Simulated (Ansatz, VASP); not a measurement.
**ZnO: VASP beside Ansatz**

```
CELL_PARAMETERS angstrom
4.43294 0.00000 0.00000
0.00000 4.43294 0.00000
0.00000 0.00000 3.87172
ATOMIC_POSITIONS crystal
Zn 0.25000 0.25000 0.50000
Zn 0.75000 0.75000 0.50000
Zn 0.75000 0.25000 0.00000
Zn 0.25000 0.75000 0.00000
O 0.75000 0.25000 0.50000
O 0.25000 0.75000 0.50000
O 0.75000 0.75000 0.00000
O 0.25000 0.25000 0.00000
```

Alike in both runs: functional PBE; k mesh 1 × 1 × 2; occupations gaussian, width 0.02 eV; no spin polarisation.

Ansatz relaxed the structure, and its values are those at the end. VASP's run is a single point on that final structure, the one shown.

|  | VASP | Ansatz |
| --- | --- | --- |
| version | VASP 6.6.1 | Ansatz 0.2.0 |
| potentials or method | VASP PAW PBE potentials, release 64 (Zn, O), cutoff 520 eV | scalar-relativistic, plane waves, PAW |
| valence electrons in the cell | 72 | 72 |

VASP gave:

```
gap on the k mesh at the Fermi level (eV) : 2.46
least direct gap on the mesh (eV)         : 2.46
pressure (GPa)                            : 1.9
```

Q: Estimate Ansatz's values.

A: gap on the k mesh at the Fermi level (eV): 2.49; least direct gap on the mesh (eV): 2.49; pressure (GPa): 0.0.

The k mesh is coarse, so the values compare programs but aren't converged.
